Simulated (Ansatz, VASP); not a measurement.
# One calculation of NaF, two programs

```xyz
2
Lattice="2.7935 -0.0047 0.0000 -0.0047 2.7935 0.0000 0.0000 0.0000 2.7935" Properties=species:S:1:pos:R:3 pbc="T T T"
Na    0.0000    0.0000    0.0000
F     1.3944    1.3944    1.3967
```

Change from the starting cell: shear_xy strain -0.3%.

Alike in both runs: task single point; functional HSE06; k mesh 6 × 6 × 6; no spin polarisation.

|  | VASP | Ansatz |
| --- | --- | --- |
| version | VASP 6.6.1 | Ansatz 0.2.0 |
| potentials or method | VASP PAW PBE potentials, release 64 (Na_pv, F) | plane waves, PAW |
| plane-wave cutoff (eV) | 520 | 420 |
| occupations | gaussian, width 0.01 eV | fixed |
| valence electrons in the cell | 14 | 16 |

```csv
,VASP,Ansatz,Ansatz less VASP
gap on the k mesh at the Fermi level (eV),8.30,8.33,+0.036
pressure (GPa),1.9,1.8,-0.09
```

VASP's potentials hold 14 valence electrons a cell and Ansatz's 16, so a difference there can come from the potentials and not from the codes. Ansatz's warnings: stress exchange threshold loose, stress scf threshold loose.
